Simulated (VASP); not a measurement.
A run of VASP 6.6.1:

File INCAR:

```
PREC = Accurate
ENCUT = 520
EDIFF = 1E-6
ISMEAR = 0
SIGMA = 0.15
LREAL = F
LASPH = T
NELM = 100
ALGO = Fast
ISIF = 2
LWAVE = F
LCHARG = F
GGA = PS
NBANDS = 69
```

File KPOINTS:

```
Automatic mesh
0
Gamma
  9 9 5
```

File POSCAR:

```
Ta4C3
1.0
    0.0000000000     -4.4026022057      0.0000000000
    0.0000000000      0.0000000000     -4.4026022057
    8.8052044115     -0.8805204411      0.0000000000
Ta C
8 6
Direct
    0.3250000000      0.5000000000      0.8750000000
    0.4250000000      0.5000000000      0.3750000000
    0.9750000000      0.5000000000      0.1250000000
    0.8750000000      0.5000000000      0.6250000000
    0.4750000000      1.0000000000      0.1250000000
    0.3750000000      1.0000000000      0.6250000000
   -0.0750000000      0.0000000000      0.3750000000
   -0.1750000000      0.0000000000      0.8750000000
   -0.0250000000      1.0000000000      0.1250000000
   -0.1250000000      1.0000000000      0.6250000000
    0.3250000000      1.0000000000      0.8750000000
    0.4250000000      1.0000000000      0.3750000000
   -0.1750000000      0.5000000000      0.8750000000
   -0.0750000000      0.5000000000      0.3750000000
```

Potentials or basis: VASP PAW PBE potentials, release 64 (Ta_pv, C).

The run is started by

```bash
$ cat potpaw_PBE.64/Ta_pv/POTCAR potpaw_PBE.64/C/POTCAR > POTCAR
$ mpirun -np 1 vasp_std > vasp.out
```

Hardware: 1 thread of Oxide Virtual Turin-like Processor, with other jobs on the host.

Estimate the wall time of this run.

Wall time 55 min on 1 thread of Oxide Virtual Turin-like Processor (shared host), peak memory 0.92 GiB. Counts: scf iterations 17, k points 115.
